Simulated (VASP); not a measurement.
A run of VASP 6.6.1:

INCAR

```
SYSTEM = SiW16
  PREC = Accurate
  ENCUT = 520
  EDIFF = 1E-6
  ISMEAR = 0
  SIGMA = 0.1
  LREAL = Auto
  LASPH = .TRUE.
  NELM = 100
  ALGO = Normal
  ISIF = 2
  LWAVE = .FALSE.
  LCHARG = .FALSE.
  LDIPOL = .TRUE.
  IDIPOL = 3
  DIPOL = 0.5 0.5 0.329
  GGA = PE
  NBANDS = 128
```

Contents of KPOINTS:

```
Automatic mesh
0
G
  4 4 1
  0 0 0
```

Contents of POSCAR:

```
SiW16
1.0
    6.3673983380      0.0000000000      0.0000000000
    0.0000000000      6.3673983380      0.0000000000
    0.0000000000      0.0000000000     20.1425770443
W Si
16 1
Direct
    0.2500000000      0.2500000000      0.1985843217
    0.2500000000      0.7500000000      0.1985843217
    0.7500000000      0.2500000000      0.1985843217
    0.7500000000      0.7500000000      0.1985843217
    0.0000000000      0.0000000000      0.2776134142
    0.0000000000      0.5000000000      0.2776134142
    0.5000000000      0.0000000000      0.2776134142
    0.5000000000      0.5000000000      0.2776134142
    0.2500000000      0.2500000000      0.3599451664
    0.2500000000      0.7500000000      0.3599451664
    0.7500000000      0.2500000000      0.3599451664
    0.7500000000      0.7500000000      0.3599451664
    0.0000000000      0.0000000000      0.4290700751
    0.0000000000      0.5000000000      0.4290700751
    0.5000000000      0.0000000000      0.4290700751
    0.5000000000      0.5000000000      0.4290700751
    0.1250000000      0.1250000000      0.5287757914
```

Potentials or basis: VASP PAW PBE potentials, release 64 (W_sv, Si).

Run with:

```bash
$ cat potpaw_PBE.64/W_sv/POTCAR potpaw_PBE.64/Si/POTCAR > POTCAR
$ mpirun -np 1 vasp_std > vasp.out
```

Hardware: 1 thread of Intel(R) Xeon(R) 6975P-C (Granite Rapids) (shared host).

**Question.** How long does it take, and how much memory?

**Answer.** Wall time 23 min on 1 thread of Intel(R) Xeon(R) 6975P-C (Granite Rapids) (shared host), peak memory 0.95 GiB. Counts: scf iterations 41, k points 7.
